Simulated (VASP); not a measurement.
# CuO (P1) in VASP: further runs

The runs below take CuO through single point, with PBE.

Program: VASP 6.6.1. These are calculated values, not measurements. Logs are shortened: lines on timing, memory, paths and dates and some standing lists are left out, and cuts for length are marked.

### Step 1. The cell of the first run

The typed cell holds 6 atoms: a = 4.161 Å, b = 4.161 Å, c = 3.888 Å, α = 90.00°, β = 90.00°, γ = 90.00°.

### Step 2. Single point, PBE

The input, INCAR:

```
SYSTEM = CuO
PREC     = Accurate       ! precision mode
ENCUT    = 520            ! plane-wave cutoff, eV
EDIFF    = 1E-6           ! SCF threshold, eV
ISMEAR   = -1             ! smearing method
SIGMA    = 0.05           ! smearing width, eV
LREAL    = .False.        ! projectors in reciprocal space
LASPH    = .True.         ! aspherical terms in the spheres
NELM     = 80             ! most SCF steps
ALGO     = Normal         ! electronic algorithm
ISIF     = 2              ! what is computed and relaxed
LWAVE    = .False.        ! write WAVECAR
LCHARG   = .False.        ! write CHGCAR
GGA      = PE             ! functional
NBANDS   = 34             ! bands
```

The input, KPOINTS:

```
regular mesh
0
Gamma
  4 4 4
  0 0 0
```

The input, POSCAR:

```
CuO
1.0
    4.1609370000      0.0000000000      0.0000000000
    0.0000000000      4.1609370000      0.0000000000
    0.0000000000      0.0000000000      3.8876430000
Cu O
3 3
Direct
    0.9775528800      0.9881666000      0.9603305800
    0.0396695900      0.5261100300      0.5181672900
    0.4811597400      0.9934184900      0.5059234600
    0.0110367000      0.5028174100      0.9754800000
    0.4613573800      0.9887535000      0.9867417100
    0.0292236900      0.0007339600      0.5533569500
```

Potentials or basis: VASP PAW PBE potentials, release 64 (Cu, O).

Run with:

```console
$ cat potpaw_PBE.64/Cu/POTCAR potpaw_PBE.64/O/POTCAR > POTCAR
$ mpirun -np 1 vasp_std > vasp.out
```

OUTCAR:

```text
SYSTEM = CuO
   PREC = Accurate
   ENCUT = 520
   EDIFF = 1E-6
   ISMEAR = -1
   LREAL = .False.
   LASPH = .True.
   NELM = 80
   ISIF = 2
   GGA = PE

 ion  position               nearest neighbor table
   1  0.978  0.988  0.960-   6 1.60   5 2.02   4 2.03   4 2.15   5 2.15   6 2.32   2 2.59   3 2.72
                             3 2.74
   2  0.040  0.526  0.518-   4 1.78   6 1.98   4 2.12   6 2.19   1 2.59   3 2.68
   3  0.481  0.993  0.506-   5 1.87   6 1.89   5 2.02   6 2.29   2 2.68   1 2.72   1 2.74
   4  0.011  0.503  0.975-   2 1.78   1 2.03   2 2.12   1 2.15
   5  0.461  0.989  0.987-   3 1.87   1 2.02   3 2.02   1 2.15
   6  0.029  0.001  0.553-   1 1.60   3 1.89   2 1.98   2 2.19   3 2.29   1 2.32

  LATTYP: Found a simple tetragonal cell.
 ALAT       =     4.1609370000
 C/A-ratio  =     0.9343191209

  Lattice vectors:

 A1 = (   4.1609370000,   0.0000000000,   0.0000000000)
 A2 = (   0.0000000000,   4.1609370000,   0.0000000000)
 A3 = (   0.0000000000,   0.0000000000,   3.8876430000)

Analysis of symmetry for initial positions (statically):
=====================================================================
 Subroutine PRICEL returns:
 Original cell was already a primitive cell.

 Routine SETGRP: Setting up the symmetry group for a
 simple tetragonal supercell.

 Subroutine GETGRP returns: Found  1 space group operations
 (whereof  1 operations were pure point group operations)
 out of a pool of 16 trial point group operations.

The static configuration has the point symmetry C_1 .

Analysis of symmetry for dynamics (positions and initial velocities):
=====================================================================
 Subroutine PRICEL returns:
 Original cell was already a primitive cell.

 Routine SETGRP: Setting up the symmetry group for a
 simple tetragonal supercell.

 Subroutine GETGRP returns: Found  1 space group operations
 (whereof  1 operations were pure point group operations)
 out of a pool of 16 trial point group operations.

The dynamic configuration has the point symmetry C_1 .

 Subroutine INISYM returns: Found  1 space group operations
 (whereof  1 operations are pure point group operations),
 and found     1 'primitive' translations

----------------------------------------------------------------------------------------

                                     Primitive cell

  volume of cell :      67.3083

  direct lattice vectors                    reciprocal lattice vectors
     4.160937000  0.000000000  0.000000000     0.240330483  0.000000000  0.000000000
     0.000000000  4.160937000  0.000000000     0.000000000  0.240330483  0.000000000
     0.000000000  0.000000000  3.887643000     0.000000000  0.000000000  0.257225265

  length of vectors
     4.160937000  4.160937000  3.887643000     0.240330483  0.240330483  0.257225265

  position of ions in fractional coordinates (direct lattice)
     0.977552880  0.988166600  0.960330580
     0.039669590  0.526110030  0.518167290
     0.481159740  0.993418490  0.505923460
     0.011036700  0.502817410  0.975480000
     0.461357380  0.988753500  0.986741710
     0.029223690  0.000733960  0.553356950

  ion indices of the primitive-cell ions
   primitive index   ion index
                 1           1
                 2           2
                 3           3
                 4           4
                 5           5
                 6           6

----------------------------------------------------------------------------------------

 KPOINTS: regular mesh

Automatic generation of k-mesh.
 Grid dimensions read from file:
 generate k-points for:    4    4    4

 Generating k-lattice:

  Cartesian coordinates                     Fractional coordinates (reciprocal lattice)
     0.060082621  0.000000000  0.000000000     0.250000000  0.000000000  0.000000000
     0.000000000  0.060082621  0.000000000     0.000000000  0.250000000  0.000000000
     0.000000000  0.000000000  0.064306316     0.000000000  0.000000000  0.250000000

  Length of vectors
     0.060082621  0.060082621  0.064306316

  Shift w.r.t. Gamma in fractional coordinates (k-lattice)
     0.000000000  0.000000000  0.000000000

 Subroutine IBZKPT returns following result:
 ===========================================

 Found     36 irreducible k-points:

 Following reciprocal coordinates:
            Coordinates               Weight
  0.000000  0.000000  0.000000      1.000000
  0.250000  0.000000  0.000000      2.000000
  0.000000  0.250000  0.000000      2.000000
  0.500000  0.000000  0.000000      1.000000
  0.000000  0.500000  0.000000      1.000000
  0.250000  0.250000  0.000000      2.000000
[... 16 lines left out ...]
 -0.250000  0.500000  0.250000      2.000000
  0.500000 -0.250000  0.250000      2.000000
 [... further k-points ...]
   k-points           NKPTS =     36   k-points in BZ     NKDIM =     36   number of bands    NBANDS=     34
   number of dos      NEDOS =    301   number of ions     NIONS =      6
   total plane-waves  NPLWV =  30720
   dimension x,y,z NGX =    32 NGY =   32 NGZ =   30
   dimension x,y,z NGXF=    64 NGYF=   64 NGZF=   60
   ions per type =               3   3
   NGX,Y,Z   is equivalent  to a cutoff of  12.79, 12.79, 12.83 a.u.
   NGXF,Y,Z  is equivalent  to a cutoff of  25.57, 25.57, 25.66 a.u.
 SYSTEM =  CuO
   PREC   = accura    normal or accurate (medium, high low for compatibility)
   ISTART =      0    job   : 0-new  1-cont  2-samecut
   ICHARG =      2    charge: 1-file 2-atom 10-const
   ISPIN  =      1    spin polarized calculation?
   LNONCOLLINEAR =      F non collinear calculations
   LSORBIT =      F    spin-orbit coupling
   LASPH  =      T    aspherical Exc in radial PAW
   ENCUT  =  520.0 eV  38.22 Ry    6.18 a.u.   7.74  7.74  7.23*2*pi/ulx,y,z
   NELM   =     80;   NELMIN=  2; NELMDL= -5     # of ELM steps
   EDIFF  = 0.1E-05   stopping-criterion for ELM
   LREAL  =      F    real-space projection
   EDIFFG = 0.1E-04   stopping-criterion for IOM
   NSW    =      0    number of steps for IOM
   IBRION =     -1    ionic relax: 0-MD 1-quasi-New 2-CG
   NFREE  =      0    steps in history (QN), initial steepest desc. (CG)
   ISIF   =      2    stress and relaxation
   ISYM   =      2    0-nonsym 1-usesym 2-fastsym
   POTIM  = 0.5000    time-step for ionic-motion
   TEBEG  =    0.0;   TEEND  =   0.0 temperature during run
   PSTRESS=    0.0 pullay stress
   NELECT =      51.0000    total number of electrons
   NUPDOWN=      -1.0000    fix difference up-down
   EMIN   =  10.00;   EMAX   =-10.00  energy-range for DOS
   EFERMI =   0.00;   METHOD = LEGACY
   ISMEAR =    -1;   SIGMA  =   0.05  broadening in eV -4-tet -1-fermi 0-gaus
   EFERMI_NEDOS =   21; number of points for ismear=-14 and -15
   IALGO  =     38    algorithm
   IMIX   =      4    mixing-type and parameters
     AMIX     =   0.40;   BMIX     =  1.00
     AMIX_MAG =   1.60;   BMIX_MAG =  1.00
  volume/ion in A,a.u.               =      11.22        75.70
  Fermi-wavevector in a.u.,A,eV,Ry     =   1.492481  2.820379 30.306951  2.227498
  Thomas-Fermi vector in A             =   2.605003
   LORBIT       =      0    0 simple, 1 ext, 2 COOP (PROOUT), +10 PAW based schemes
   GGA     = PE    functional components
   LHFCALC =     F    Hartree Fock is set to
   AEXX    =    0.0000 exact exchange contribution
   IVDW    =     0    specifies the selected vdW correction
   LEPSILON=     F    determine dielectric tensor
   LRPA    =     F    only Hartree local field effects (RPA)
 non-spin polarized calculation
  energy-cutoff  :      520.00
  volume of cell :       67.31
 maximum number of plane-waves:      1824
 NGX is ok and might be reduce to    32
   NGX = 15   NGY = 15   NGZ = 15

 number of electron      51.0000004 magnetization

 Free energy of the ion-electron system (eV)
  ---------------------------------------------------
  ext. energy  EPLUGINS =         0.00000000
  ---------------------------------------------------
  free energy    TOTEN  =       -25.84490897 eV

  energy without entropy =      -25.79677911  energy(sigma->0) =      -25.82084404

 E-fermi :   4.3543     XC(G=0): -11.1376

 val. band max:        4.3465738764   @ k =  -0.2500   0.2500   0.2500
 cond. band min:       4.3692709563   @ k =   0.5000   0.5000   0.2500
 fundamental gap:      0.0226970800
 Fermi energy:         4.3543130408

 k-point     1 :       0.0000    0.0000    0.0000
  band No.  band energies     occupation
      1     -16.3145      2.00000
      2     -13.6900      2.00000
      3     -13.1775      2.00000
      4      -2.4838      2.00000
      5      -2.3836      2.00000
      6      -2.3800      2.00000
[... 26 lines left out ...]
     33      15.1324      0.00000
     34      16.1576      0.00000

 k-point     2 :       0.2500    0.0000    0.0000
  band No.  band energies     occupation
      1     -16.2392      2.00000
      2     -13.6310      2.00000
      3     -13.2520      2.00000
      4      -2.7353      2.00000
      5      -2.3983      2.00000
      6      -2.3843      2.00000
[... 26 lines left out ...]
     33      15.6729      0.00000
     34      16.5628      0.00000

 k-point     3 :       0.0000    0.2500    0.0000
  band No.  band energies     occupation
      1     -16.2342      2.00000
      2     -13.6389      2.00000
      3     -13.2534      2.00000
      4      -2.6625      2.00000
      5      -2.4530      2.00000
      6      -2.3627      2.00000
[... 26 lines left out ...]
     33      15.8553      0.00000
     34      16.5662      0.00000
[... 704 lines left out ...]
 k-point    23 :      -0.2500    0.5000    0.2500
  band No.  band energies     occupation
      1     -15.9748      2.00000
      2     -13.4346      2.00000
      3     -13.2906      2.00000
      4      -3.3924      2.00000
      5      -3.1659      2.00000
      6      -2.6385      2.00000
[... 26 lines left out ...]
     33      14.3849      0.00000
     34      16.5190      0.00000

 k-point    24 :       0.5000   -0.2500    0.2500
  band No.  band energies     occupation
      1     -15.9798      2.00000
      2     -13.4522      2.00000
      3     -13.2647      2.00000
      4      -3.4648      2.00000
      5      -3.0389      2.00000
      6      -2.6439      2.00000
[... 26 lines left out ...]
     33      14.7905      0.00000
     34      16.1643      0.00000

 [... further k-points ...]

------------------------ aborting loop because EDIFF is reached ----------------------------------------

  FORCE on cell =-STRESS in cart. coord.  units (eV):
  Direction    XX          YY          ZZ          XY          YZ          ZX
  --------------------------------------------------------------------------------------
  -------------------------------------------------------------------------------------
  Total        4.5794020      3.4716358     13.7151118      0.1185496     -0.5245509     -1.9378753
  in kB      109.0060727     82.6372929    326.4684946      2.8219021    -12.4861800    -46.1283328
  external PRESSURE =     172.7039534 kB  Pullay stress =       0.0000000 kB

 VOLUME and BASIS-vectors are now :
 -----------------------------------------------------------------------------
  energy-cutoff  :      520.00
  volume of cell :       67.31
      direct lattice vectors                 reciprocal lattice vectors
     4.160937000  0.000000000  0.000000000     0.240330483  0.000000000  0.000000000
     0.000000000  4.160937000  0.000000000     0.000000000  0.240330483  0.000000000
     0.000000000  0.000000000  3.887643000     0.000000000  0.000000000  0.257225265

 POSITION                                       TOTAL-FORCE (eV/Angst)
 -----------------------------------------------------------------------------------
      4.06754      4.11170      3.73342        -1.563273      0.366673      9.807591
      0.16506      2.18911      2.01445        -0.015043     -1.034355     -2.751950
      2.00208      4.13355      1.96685         1.542500      0.152092     -1.491539
      0.04592      2.09219      3.79232        -0.372364     -0.479481      2.564693
      1.91968      4.11414      3.83610         1.166475      0.107591      1.424989
      0.12160      0.00305      2.15125        -0.758295      0.887480     -9.553783
 -----------------------------------------------------------------------------------
    total drift:                                0.000501     -0.000591     -0.000742

  FREE ENERGIE OF THE ION-ELECTRON SYSTEM (eV)
  ---------------------------------------------------
  free  energy   TOTEN  =       -25.8449089714 eV

  energy  without entropy=      -25.7967791056  energy(sigma->0) =      -25.82084404
```

It took 56 s on 1 thread of Intel Xeon 6975P-C (Granite Rapids), shared host; peak memory 0.21 GiB.

Results:

```yaml
Free_energy: -25.8449 eV
Pressure: 17.3 GPa
Largest_force: 9.938 eV/Å
Band_gap_on_the_k_mesh: zero (an odd number of electrons rules out a gap without spin polarisation)
```

Forces in eV/Å, atoms in the order of the input:
```
Cu  -1.563  0.367  9.808
Cu  -0.015 -1.034 -2.752
Cu   1.542  0.152 -1.492
O   -0.372 -0.479  2.565
O    1.166  0.108  1.425
O   -0.758  0.887 -9.554
```

Stress tensor (GPa, compression positive):
```
10.90  0.28 -4.61
 0.28  8.26 -1.25
-4.61 -1.25 32.65
```

Levels at points of the mesh, in eV from the Fermi level:
| k point | band 24 | band 25 | band 26 | band 27 | band 28 | band 29 |
| --- | --- | --- | --- | --- | --- | --- |
| (0.00, 0.00, 0.00) | -1.49 | -1.35 | -1.18 | -1.09 | 1.08 | 5.86 |
| (0.50, 0.00, 0.00) | -1.20 | -1.17 | -0.78 | -0.47 | 3.57 | 3.71 |
| (0.00, 0.50, 0.00) | -1.20 | -1.02 | -0.89 | -0.41 | 3.55 | 3.63 |
| (0.50, 0.50, 0.00) | -0.75 | -0.59 | -0.47 | 0.73 | 3.45 | 5.56 |
| (0.00, 0.00, 0.50) | -0.87 | -0.33 | -0.30 | -0.09 | 4.78 | 6.09 |
| (0.50, 0.00, 0.50) | -0.60 | -0.25 | 0.81 | 1.15 | 4.21 | 6.11 |
| (0.00, 0.50, 0.50) | -0.62 | -0.29 | 0.89 | 1.05 | 4.22 | 5.99 |
| (0.50, 0.50, 0.50) | 0.82 | 0.92 | 1.02 | 1.18 | 1.87 | 6.13 |

Caveat: the k points lie up to 0.40 Å⁻¹ apart, too coarse for converged energies and pressures of a metal; an odd number of electrons without spin polarisation forces a metal; a magnetic or distorted state may lie lower; semilocal functionals often make such compounds metallic where correlation or magnetic order opens a gap, which also shifts bond lengths.

### Step 3. Single point, PBE

The input, INCAR:

```
PREC = Accurate
ENCUT = 520
EDIFF = 1E-6
ISMEAR = -1
SIGMA = 0.05
LREAL = False
LASPH = True
NELM = 100
ALGO = Normal
ISIF = 2
LWAVE = False
LCHARG = False
GGA = PE
NBANDS = 34
```

The input, KPOINTS:

```
Automatic mesh
0
Gamma
  7 7 7
```

POSCAR is that of step 2.

Potentials or basis: VASP PAW PBE potentials, release 64 (Cu, O).

Run with:

```console
$ cat potpaw_PBE.64/Cu/POTCAR potpaw_PBE.64/O/POTCAR > POTCAR
$ mpirun -np 1 vasp_std > vasp.out
```

Wall time 3.5 min (1 thread of Intel Xeon 6975P-C (Granite Rapids), shared host); peak memory 0.39 GiB.

The run converged. Its results:

| Item | Value |
| --- | --- |
| Free energy | -25.9214 eV |
| Pressure | 17.1 GPa |
| Largest force | 10.095 eV/Å |
| Band gap on the k mesh | zero (an odd number of electrons rules out a gap without spin polarisation) |

Forces on the atoms (eV/Å):
```
Cu  -1.488  0.405  9.977
Cu  -0.067 -1.108 -2.769
Cu   1.592  0.151 -1.440
O   -0.363 -0.484  2.563
O    1.172  0.112  1.378
O   -0.847  0.924 -9.708
```

Stress tensor (GPa, compression positive):
```
10.18  0.28 -4.82
 0.28  7.70 -1.13
-4.82 -1.13 33.29
```

Levels at points of the mesh, in eV from the Fermi level:
```tsv
k point	band 22	band 23	band 24	band 25	band 26	band 27	band 28	band 29	band 30	band 31
(0.00, 0.00, 0.00)	-1.68	-1.48	-1.40	-1.27	-1.10	-1.00	1.17	5.94	7.33	8.61
```

Caveat: the stress differs along the axes, from 8 to 33 GPa; an odd number of electrons without spin polarisation forces a metal; a magnetic or distorted state may lie lower; semilocal functionals often make such compounds metallic where correlation or magnetic order opens a gap, which also shifts bond lengths.

The gap in the log of VASP goes by the Fermi energy; the results here count the filled bands.